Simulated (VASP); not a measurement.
Wanted: the native input for a VASP 6.6.1 run.

```yaml
Task: single point
Functional: RPBE
Potentials_or_basis: VASP PAW PBE potentials, release 64 (Tc_pv)
Cutoff: 520 eV
k_mesh: 12 × 12 × 12
Occupations: fermi-dirac, width 0.05 eV
Spin: no spin polarisation
Dipole_correction: no
Further_INCAR_settings: ALGO = Normal; EDIFF = 1e-06; NBANDS = 12
```

The structure of Tc lies in POSCAR:

```
Tc
1.0
    0.0000000000      1.9441657293      1.9441657293
    1.9441657293      0.0000000000      1.9441657293
    1.9441657293      1.9441657293      0.0000000000
Tc
1
Direct
    0.0000000000      0.0000000000      0.0000000000
```

These files were run (other wordings do the same):

INCAR

```
SYSTEM = Tc
  PREC = Accurate
  ENCUT = 520
  EDIFF = 1E-6
  ISMEAR = -1
  SIGMA = 0.05
  LREAL = .FALSE.
  LASPH = .TRUE.
  NELM = 60
  ALGO = Normal
  ISIF = 2
  LWAVE = .FALSE.
  LCHARG = .TRUE.
  GGA = RP
  LELF = .TRUE.
  LVHAR = .TRUE.
  NBANDS = 12
```

KPOINTS

```
regular mesh
0
G
  12 12 12
  0 0 0
```

Potentials or basis: VASP PAW PBE potentials, release 64 (Tc_pv).

The run is started by

```bash
$ cat potpaw_PBE.64/Tc_pv/POTCAR > POTCAR
$ mpirun -np 1 vasp_std > vasp.out
```

Results of the run:

| Item | Value |
| --- | --- |
| Pressure | -0.6 GPa |

Caveat: the PAW data sets were made with another functional, which shifts forces and pressure a little.

Run time: 9.7 s on 1 thread of Intel(R) Xeon(R) Platinum 8375C CPU @ 2.90GHz (Ice Lake) (shared host), peak memory 0.13 GiB.
